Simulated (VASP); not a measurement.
# CuSi16 (a cell with a defect) in VASP: a series of runs

CuSi16 (a cell with a defect) is run at these levels: PBE; tasks: single point.

All numbers are computed with VASP 6.6.1; they aren't measurements. Logs are shortened: lines on timing, memory, paths and dates and some standing lists are left out, and cuts for length are marked.

**1. The cell of the first run**

The cell holds a defect, 17 atoms: a = 7.679 Å, b = 7.679 Å, c = 7.679 Å, α = 60.00°, β = 60.00°, γ = 60.00°.

**2. Single point, PBE**

INCAR reads:

```
PREC = Accurate ; ENCUT = 520
EDIFF = 1E-6 ; ISMEAR = 0
SIGMA = 0.02 ; LREAL = Auto
LASPH = T ; NELM = 80
ALGO = Normal ; ISIF = 2
LWAVE = F ; LCHARG = F
GGA = PE ; NELECT = 74.0
NBANDS = 52
```

KPOINTS reads:

```
regular mesh
0
Gamma
  2 2 2
```

POSCAR reads:

```
CuSi16
1.0
    0.0000000000      5.4300000000      5.4300000000
    5.4300000000      0.0000000000      5.4300000000
    5.4300000000      5.4300000000      0.0000000000
Si Cu
16 1
Direct
   -0.0086861878     -0.0026020258      0.0009952118
    0.1301159300      0.1365986188      0.0970989871
    0.0269893186      0.0021108656      0.4680795580
    0.1172396869      0.1207194291      0.6267087477
   -0.0089064457      0.5106504604      0.0007773481
    0.1159946593      0.6247167587      0.1344581952
   -0.0118091160      0.5017061694      0.5073238490
    0.1170961326      0.6344780847      0.6264460405
    0.5095516575     -0.0003087477     -0.0092334254
    0.6170292818      0.1243443831      0.1311104972
    0.5074572744     -0.0085209945      0.5031250460
    0.6556512891      0.1136021179      0.6156492634
    0.4897587477      0.4968022099      0.0153650092
    0.6167795580      0.6271441989      0.1303103131
    0.5073488029      0.4965732965      0.5023791897
    0.6136664825      0.6200057090      0.6441165746
    0.2863691529      0.2653148250      0.6820542357
```

Potentials or basis: VASP PAW PBE potentials, release 64 (Si, Cu).

Started as:

```
> cat potpaw_PBE.64/Si/POTCAR potpaw_PBE.64/Cu/POTCAR > POTCAR
> mpirun -np 1 vasp_std > vasp.out
```

OUTCAR:

```text
PREC = Accurate
   ENCUT = 520
   EDIFF = 1E-6
   ISMEAR = 0
   LREAL = Auto
   LASPH = T
   NELM = 80
   ISIF = 2
   GGA = PE
   NELECT = 74.0

 ion  position               nearest neighbor table
   1  0.991  0.997  0.001-   6 2.34   4 2.35  10 2.35   2 2.35
   2  0.130  0.137  0.097-   3 2.33   5 2.35   1 2.35   9 2.38  17 2.61
   3  0.027  0.002  0.468-   4 2.32   8 2.32   2 2.33  12 2.33
   4  0.117  0.121  0.627-   3 2.32   1 2.35  17 2.36   7 2.39  11 2.45
   5  0.991  0.511  0.001-   6 2.34   8 2.35  14 2.35   2 2.35
   6  0.116  0.625  0.134-   5 2.34   1 2.34   7 2.34  13 2.34
   7  0.988  0.502  0.507-   6 2.34  16 2.35   8 2.39   4 2.39  17 2.61
   8  0.117  0.634  0.626-   3 2.32   5 2.35  17 2.36   7 2.39  15 2.45
   9  0.510  1.000  0.991-  10 2.34  14 2.34  12 2.36   2 2.38  17 2.91
  10  0.617  0.124  0.131-  11 2.33  13 2.34   9 2.34   1 2.35
  11  0.507  0.991  0.503-  16 2.33  10 2.33  12 2.40   4 2.45  17 2.49
  12  0.656  0.114  0.616-   3 2.33  17 2.35   9 2.36  11 2.40  15 2.41
  13  0.490  0.497  0.015-  16 2.33  14 2.34  10 2.34   6 2.34
  14  0.617  0.627  0.130-  15 2.33  13 2.34   9 2.34   5 2.35
  15  0.507  0.497  0.502-  16 2.33  14 2.33  12 2.41   8 2.45  17 2.48
  16  0.614  0.620  0.644-  13 2.33  11 2.33  15 2.33   7 2.35
  17  0.286  0.265  0.682-  12 2.35   4 2.36   8 2.36  15 2.48  11 2.49   2 2.61   7 2.61   9 2.91

  LATTYP: Found a face centered cubic cell.
 ALAT       =    10.8600000000

  Lattice vectors:

 A1 = (   0.0000000000,   5.4300000000,   5.4300000000)
 A2 = (   5.4300000000,   0.0000000000,   5.4300000000)
 A3 = (   5.4300000000,   5.4300000000,   0.0000000000)

Analysis of symmetry for initial positions (statically):
=====================================================================
 Subroutine PRICEL returns:
 Original cell was already a primitive cell.

 Routine SETGRP: Setting up the symmetry group for a
 face centered cubic supercell.

 Subroutine GETGRP returns: Found  1 space group operations
 (whereof  1 operations were pure point group operations)
 out of a pool of 48 trial point group operations.

The static configuration has the point symmetry C_1 .

Analysis of symmetry for dynamics (positions and initial velocities):
=====================================================================
 Subroutine PRICEL returns:
 Original cell was already a primitive cell.

 Routine SETGRP: Setting up the symmetry group for a
 face centered cubic supercell.

 Subroutine GETGRP returns: Found  1 space group operations
 (whereof  1 operations were pure point group operations)
 out of a pool of 48 trial point group operations.

The dynamic configuration has the point symmetry C_1 .

 Subroutine INISYM returns: Found  1 space group operations
 (whereof  1 operations are pure point group operations),
 and found     1 'primitive' translations

----------------------------------------------------------------------------------------

                                     Primitive cell

  volume of cell :     320.2060

  direct lattice vectors                    reciprocal lattice vectors
     0.000000000  5.430000000  5.430000000    -0.092081031  0.092081031  0.092081031
     5.430000000  0.000000000  5.430000000     0.092081031 -0.092081031  0.092081031
     5.430000000  5.430000000  0.000000000     0.092081031  0.092081031 -0.092081031

  length of vectors
     7.679179644  7.679179644  7.679179644     0.159489025  0.159489025  0.159489025

  position of ions in fractional coordinates (direct lattice)
     0.991313812  0.997397974  0.000995212
     0.130115930  0.136598619  0.097098987
     0.026989319  0.002110866  0.468079558
     0.117239687  0.120719429  0.626708748
     0.991093554  0.510650460  0.000777348
     0.115994659  0.624716759  0.134458195
[... 9 lines left out ...]
     0.613666483  0.620005709  0.644116575
     0.286369153  0.265314825  0.682054236

  ion indices of the primitive-cell ions
   primitive index   ion index
                 1           1
                 2           2
                 3           3
                 4           4
                 5           5
                 6           6
[... 9 lines left out ...]
                16          16
                17          17

----------------------------------------------------------------------------------------

 KPOINTS: regular mesh

Automatic generation of k-mesh.
 Grid dimensions read from file:
 generate k-points for:    2    2    2

 Generating k-lattice:

  Cartesian coordinates                     Fractional coordinates (reciprocal lattice)
    -0.046040516  0.046040516  0.046040516     0.500000000  0.000000000  0.000000000
     0.046040516 -0.046040516  0.046040516     0.000000000  0.500000000  0.000000000
     0.046040516  0.046040516 -0.046040516     0.000000000  0.000000000  0.500000000

  Length of vectors
     0.079744512  0.079744512  0.079744512

  Shift w.r.t. Gamma in fractional coordinates (k-lattice)
     0.000000000  0.000000000  0.000000000

 Subroutine IBZKPT returns following result:
 ===========================================

 Found      8 irreducible k-points:

 Following reciprocal coordinates:
            Coordinates               Weight
  0.000000  0.000000  0.000000      1.000000
  0.500000  0.000000  0.000000      1.000000
  0.000000  0.500000  0.000000      1.000000
  0.000000  0.000000  0.500000      1.000000
  0.500000  0.500000  0.500000      1.000000
  0.500000  0.500000  0.000000      1.000000
  0.000000  0.500000  0.500000      1.000000
  0.500000  0.000000  0.500000      1.000000
   k-points           NKPTS =      8   k-points in BZ     NKDIM =      8   number of bands    NBANDS=     52
   number of dos      NEDOS =    301   number of ions     NIONS =     17
   total plane-waves  NPLWV = 216000
   dimension x,y,z NGX =    60 NGY =   60 NGZ =   60
   dimension x,y,z NGXF=   120 NGYF=  120 NGZF=  120
   ions per type =              16   1
   NGX,Y,Z   is equivalent  to a cutoff of  12.99, 12.99, 12.99 a.u.
   NGXF,Y,Z  is equivalent  to a cutoff of  25.98, 25.98, 25.98 a.u.
 SYSTEM =  unknown system
   PREC   = accura    normal or accurate (medium, high low for compatibility)
   ISTART =      0    job   : 0-new  1-cont  2-samecut
   ICHARG =      2    charge: 1-file 2-atom 10-const
   ISPIN  =      1    spin polarized calculation?
   LNONCOLLINEAR =      F non collinear calculations
   LSORBIT =      F    spin-orbit coupling
   LASPH  =      T    aspherical Exc in radial PAW
   ENCUT  =  520.0 eV  38.22 Ry    6.18 a.u.  14.28 14.28 14.28*2*pi/ulx,y,z
   NELM   =     80;   NELMIN=  2; NELMDL= -5     # of ELM steps
   EDIFF  = 0.1E-05   stopping-criterion for ELM
   LREAL  =      T    real-space projection
   EDIFFG = 0.1E-04   stopping-criterion for IOM
   NSW    =      0    number of steps for IOM
   IBRION =     -1    ionic relax: 0-MD 1-quasi-New 2-CG
   NFREE  =      0    steps in history (QN), initial steepest desc. (CG)
   ISIF   =      2    stress and relaxation
   ISYM   =      2    0-nonsym 1-usesym 2-fastsym
   POTIM  = 0.5000    time-step for ionic-motion
   TEBEG  =    0.0;   TEEND  =   0.0 temperature during run
   PSTRESS=    0.0 pullay stress
   NELECT =      74.0000    total number of electrons
   NUPDOWN=      -1.0000    fix difference up-down
   EMIN   =  10.00;   EMAX   =-10.00  energy-range for DOS
   EFERMI =   0.00;   METHOD = LEGACY
   ISMEAR =     0;   SIGMA  =   0.02  broadening in eV -4-tet -1-fermi 0-gaus
   EFERMI_NEDOS =   21; number of points for ismear=-14 and -15
   IALGO  =     38    algorithm
   IMIX   =      4    mixing-type and parameters
     AMIX     =   0.40;   BMIX     =  1.00
     AMIX_MAG =   1.60;   BMIX_MAG =  1.00
  volume/ion in A,a.u.               =      18.84       127.11
  Fermi-wavevector in a.u.,A,eV,Ry     =   1.004636  1.898488 13.732283  1.009294
  Thomas-Fermi vector in A             =   2.137265
   LORBIT       =      0    0 simple, 1 ext, 2 COOP (PROOUT), +10 PAW based schemes
   GGA     = PE    functional components
   LHFCALC =     F    Hartree Fock is set to
   AEXX    =    0.0000 exact exchange contribution
   IVDW    =     0    specifies the selected vdW correction
   LEPSILON=     F    determine dielectric tensor
   LRPA    =     F    only Hartree local field effects (RPA)
 non-spin polarized calculation
 Gauss-broadening in eV      SIGMA  =   0.02
  energy-cutoff  :      520.00
  volume of cell :      320.21
 maximum number of plane-waves:      8646
 NGX is ok and might be reduce to    60
   NGX = 29   NGY = 29   NGZ = 29

 number of electron      74.0000002 magnetization

 Free energy of the ion-electron system (eV)
  ---------------------------------------------------
  ext. energy  EPLUGINS =         0.00000000
  ---------------------------------------------------
  free energy    TOTEN  =       -94.22048777 eV

  energy without entropy =      -94.22048777  energy(sigma->0) =      -94.22048777

 E-fermi :   6.3883     XC(G=0):  -9.6088

 val. band max:        6.2925721411   @ k =   0.0000   0.0000   0.0000
 cond. band min:       6.5000661879   @ k =   0.0000   0.0000   0.0000
 fundamental gap:      0.2074940468
 Fermi energy:         6.3882650210

 k-point     1 :       0.0000    0.0000    0.0000
  band No.  band energies     occupation
      1      -5.8944      2.00000
      2      -3.5321      2.00000
      3      -3.5176      2.00000
      4      -3.4837      2.00000
      5      -3.4661      2.00000
      6      -2.0242      2.00000
[... 41 lines left out ...]
     48       8.4644      0.00000
     49       8.6135      0.00000

 k-point     2 :       0.5000    0.0000    0.0000
  band No.  band energies     occupation
      1      -5.1900      2.00000
      2      -4.9805      2.00000
      3      -3.3187      2.00000
      4      -3.2107      2.00000
      5      -3.1545      2.00000
      6      -3.0356      2.00000
[... 304 lines left out ...]
 k-point     8 :       0.5000    0.0000    0.5000
  band No.  band energies     occupation
      1      -4.9248      2.00000
      2      -4.7273      2.00000
      3      -3.8780      2.00000
      4      -3.7659      2.00000
      5      -3.7588      2.00000
      6      -3.7322      2.00000
[... 41 lines left out ...]
     48      10.4835      0.00000
     49      10.5154      0.00000
 [bands above 49 left out]

------------------------ aborting loop because EDIFF is reached ----------------------------------------

  FORCE on cell =-STRESS in cart. coord.  units (eV):
  Direction    XX          YY          ZZ          XY          YZ          ZX
  --------------------------------------------------------------------------------------
  -------------------------------------------------------------------------------------
  Total       -1.3891241     -2.0707498     -1.3669534     -0.0402188      0.0695320      0.6108742
  in kB       -6.9505976    -10.3611685     -6.8396646     -0.2012379      0.3479092      3.0565598
  external PRESSURE =      -8.0504769 kB  Pullay stress =       0.0000000 kB

 VOLUME and BASIS-vectors are now :
 -----------------------------------------------------------------------------
  energy-cutoff  :      520.00
  volume of cell :      320.21
      direct lattice vectors                 reciprocal lattice vectors
     0.000000000  5.430000000  5.430000000    -0.092081031  0.092081031  0.092081031
     5.430000000  0.000000000  5.430000000     0.092081031 -0.092081031  0.092081031
     5.430000000  5.430000000  0.000000000     0.092081031  0.092081031 -0.092081031

 POSITION                                       TOTAL-FORCE (eV/Angst)
 -----------------------------------------------------------------------------------
      5.42127      5.38824     10.79871        -0.018151      0.000535      0.001896
      1.26898      1.23378      1.44826        -0.011991     -0.003287      0.004329
      2.55313      2.68822      0.15801        -0.001708     -0.015480     -0.005573
      4.05854      4.03964      1.29212        -0.006699     -0.007564      0.009536
      2.77705      5.38586      8.15447        -0.007913     -0.002082      0.015551
      4.12232      1.35996      4.02206         0.000831      0.009190     -0.005099
[... 9 lines left out ...]
      6.86418      6.82976      6.69884         0.004812      0.007390     -0.004955
      5.14421      5.25854      2.99564         0.008981     -0.000080     -0.014292
 -----------------------------------------------------------------------------------
    total drift:                               -0.002105     -0.001754      0.009277

  FREE ENERGIE OF THE ION-ELECTRON SYSTEM (eV)
  ---------------------------------------------------
  free  energy   TOTEN  =       -94.2204877656 eV

  energy  without entropy=      -94.2204877656  energy(sigma->0) =      -94.22048777
```

Wall time 4.6 min (1 thread of Intel Xeon Platinum 8559C (Emerald Rapids), shared host); peak memory 0.48 GiB.

What came out:

* Free energy: -94.2205 eV
* Largest force: 0.020 eV/Å

Forces in eV/Å, atoms in the order of the input:
```
Si  -0.018  0.001  0.002
Si  -0.012 -0.003  0.004
Si  -0.002 -0.015 -0.006
Si  -0.007 -0.008  0.010
Si  -0.008 -0.002  0.016
Si   0.001  0.009 -0.005
Si   0.001 -0.001 -0.004
Si   0.000 -0.006  0.011
Si  -0.003 -0.001 -0.005
Si   0.001  0.003  0.003
Si   0.010 -0.003 -0.002
Si   0.008 -0.017 -0.007
Si  -0.001  0.017 -0.001
Si   0.006  0.016  0.000
Si   0.010  0.003  0.003
Si   0.005  0.007 -0.005
Cu   0.009  0.000 -0.014
```

Levels at points of the mesh, in eV from the Fermi level:
```
           k point  band 34  band 35  band 36  band 37  band 38  band 39  band 40  band 41
(0.00, 0.00, 0.00)    -0.95    -0.62    -0.19    -0.10     0.11     0.47     0.60     0.62
(0.50, 0.00, 0.00)    -0.94    -0.87    -0.81    -0.79     0.48     1.20     1.29     1.34
(0.00, 0.50, 0.00)    -0.92    -0.86    -0.82    -0.72     0.57     1.13     1.29     1.31
(0.00, 0.00, 0.50)    -0.90    -0.87    -0.68    -0.51     0.54     1.03     1.33     1.38
(0.50, 0.50, 0.50)    -0.92    -0.86    -0.82    -0.72     0.57     1.12     1.28     1.31
(0.50, 0.50, 0.00)    -1.53    -1.44    -1.41    -1.02     0.66     1.03     1.98     2.07
(0.00, 0.50, 0.50)    -1.53    -1.44    -1.41    -1.02     0.66     1.03     1.98     2.07
(0.50, 0.00, 0.50)    -1.49    -1.49    -1.40    -1.07     0.68     1.02     1.99     2.06
```

Caveat: the k points lie up to 0.50 Å⁻¹ apart; the cell carries a net charge on a neutralising background, which shifts energy and pressure; the cell is charged against a uniform background, so pressure and absolute levels hang on convention.

**3. Single point, PBE**

INCAR reads:

```
PREC = Accurate ; ENCUT = 520
EDIFF = 1E-6 ; ISMEAR = 0
SIGMA = 0.02 ; LREAL = Auto
LASPH = T ; NELM = 100
ALGO = Normal ; ISIF = 2
LWAVE = F ; LCHARG = T
GGA = PE ; LELF = T
LVHAR = T ; NBANDS = 52
NELECT = 74.0
```

KPOINTS reads:

```
Automatic mesh
0
Gamma
  2 2 2
```

POSCAR reads:

```
CuSi16
1.0
    0.0000000000      5.4300000000      5.4300000000
    5.4300000000      0.0000000000      5.4300000000
    5.4300000000      5.4300000000      0.0000000000
Si Cu
16 1
Direct
   -0.0045443831     -0.0015920810     -0.0029596685
    0.1342522099      0.1368310313      0.0920897790
    0.0211586556      0.0088065378      0.4635474217
    0.1179243094      0.1185244936      0.6243744015
   -0.0036991713      0.5093713628     -0.0034170350
    0.1157672192      0.6256570902      0.1328467772
   -0.0152271639      0.5057054328      0.5048849908
    0.1156642726      0.6402725599      0.6236578269
    0.5089285451      0.0003747698     -0.0080276243
    0.6218459484      0.1184518416      0.1328336096
    0.5102563536     -0.0169314917      0.5041766114
    0.6501559853      0.1132721915      0.6189742173
    0.4896960405      0.4919065378      0.0261249540
    0.6226816759      0.6277457643      0.1296918048
    0.5081751381      0.5013504604      0.5011047882
    0.6122802026      0.6126912523      0.6548870166
    0.2970718232      0.2899049724      0.6222843462
```

Potentials or basis: VASP PAW PBE potentials, release 64 (Si, Cu).

Started as:

```
> cat potpaw_PBE.64/Si/POTCAR potpaw_PBE.64/Cu/POTCAR > POTCAR
> mpirun -np 1 vasp_std > vasp.out
```

Run time: 4.5 min. Hardware: 1 thread of Intel Xeon Platinum 8559C (Emerald Rapids), shared host; peak memory 0.5 GiB.

It converged, with:

```yaml
Free_energy: -94.1990 eV
Largest_force: 0.121 eV/Å
```

Forces on the atoms (eV/Å):
```
Si  -0.030 -0.001  0.004
Si  -0.043 -0.021  0.031
Si  -0.021 -0.028  0.016
Si  -0.011 -0.026  0.018
Si  -0.007 -0.012  0.022
Si   0.003  0.004 -0.009
Si  -0.001  0.000 -0.013
Si  -0.003 -0.008  0.009
Si  -0.019  0.006 -0.002
Si   0.003  0.006  0.007
Si   0.033 -0.009 -0.001
Si   0.003 -0.028  0.009
Si  -0.008  0.018 -0.003
Si   0.006  0.024 -0.006
Si   0.009  0.008 -0.002
Si   0.017  0.002 -0.005
Cu   0.069  0.067 -0.074
```

Levels at points of the mesh, in eV from the Fermi level:
```tsv
k point	band 33	band 34	band 35	band 36	band 37	band 38	band 39	band 40	band 41	band 42
(0.00, 0.00, 0.00)	-1.19	-1.12	-0.57	-0.24	-0.07	0.07	0.19	0.53	0.56	0.69
(0.50, 0.00, 0.00)	-2.06	-1.02	-0.99	-0.95	-0.80	0.56	1.06	1.12	1.26	1.38
(0.00, 0.50, 0.00)	-2.05	-1.04	-0.97	-0.93	-0.77	0.59	1.04	1.14	1.26	1.40
(0.00, 0.00, 0.50)	-2.21	-0.95	-0.94	-0.64	-0.49	0.51	1.00	1.37	1.41	1.53
(0.50, 0.50, 0.50)	-2.05	-1.04	-0.96	-0.93	-0.75	0.60	1.04	1.15	1.27	1.40
(0.50, 0.50, 0.00)	-1.86	-1.58	-1.55	-1.49	-1.16	0.65	0.87	1.88	2.05	2.16
(0.00, 0.50, 0.50)	-1.87	-1.59	-1.54	-1.48	-1.18	0.66	0.87	1.89	2.05	2.16
(0.50, 0.00, 0.50)	-1.86	-1.61	-1.52	-1.47	-1.21	0.66	0.87	1.90	2.04	2.16
```

Caveat: the k points lie up to 0.50 Å⁻¹ apart; the cell carries a net charge on a neutralising background, which shifts energy and pressure; the cell is charged against a uniform background, so pressure and absolute levels hang on convention.

(Part 1 of 2 ends here.)
